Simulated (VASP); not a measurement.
# Cr: single point with PBE

Cr:

```xyz
2
Lattice="2.3590 0.0000 0.0000 -1.1795 2.0429 0.0000 0.0000 0.0000 4.1582" Properties=species:S:1:pos:R:3 pbc="T T T"
Cr    0.0000    1.3619    1.0395
Cr    1.1795    0.6810    3.1186
```

This cell differs from its parent crystal: volume scaled by 0.84.

| Item | Value |
| --- | --- |
| Program | VASP 6.6.1 |
| Task | single point |
| Functional | PBE |
| Potentials or basis | VASP PAW PBE potentials, release 64 (Cr_pv) |
| Cutoff | 520 eV |
| k mesh | 17 × 17 × 9 |
| Occupations | fermi-dirac, width 0.1 eV |
| Spin | no spin polarisation |
| Dipole correction | no |
| Further INCAR settings | ALGO = Normal; EDIFF = 1e-06; NBANDS = 19 |

```
Pressure               : 58.0 GPa
Band gap on the k mesh : zero (band 12 reaches 14.12 eV, above the bottom of band 13 at 12.49 eV)
```

Stress tensor (GPa, compression positive):
```
58.03  0.00  0.00
 0.00 58.03  0.00
 0.00  0.00 57.84
```

Levels at points of the mesh, in eV from the Fermi level:
| k point | band 9 | band 10 | band 11 | band 12 | band 13 | band 14 | band 15 | band 16 |
| --- | --- | --- | --- | --- | --- | --- | --- | --- |
| (0.00, 0.00, 0.00) | -1.43 | -0.52 | -0.52 | -0.06 | -0.06 | 0.23 | 1.23 | 1.23 |

It took 25 s on 1 thread of Intel(R) Xeon(R) Platinum 8559C (Emerald Rapids), on a shared host, peak memory 0.16 GiB.

Caveat: the run has no spin polarisation, though such a crystal can be magnetic. Spin polarisation is off, so any magnetic state and its effect on volume and gap are missing.
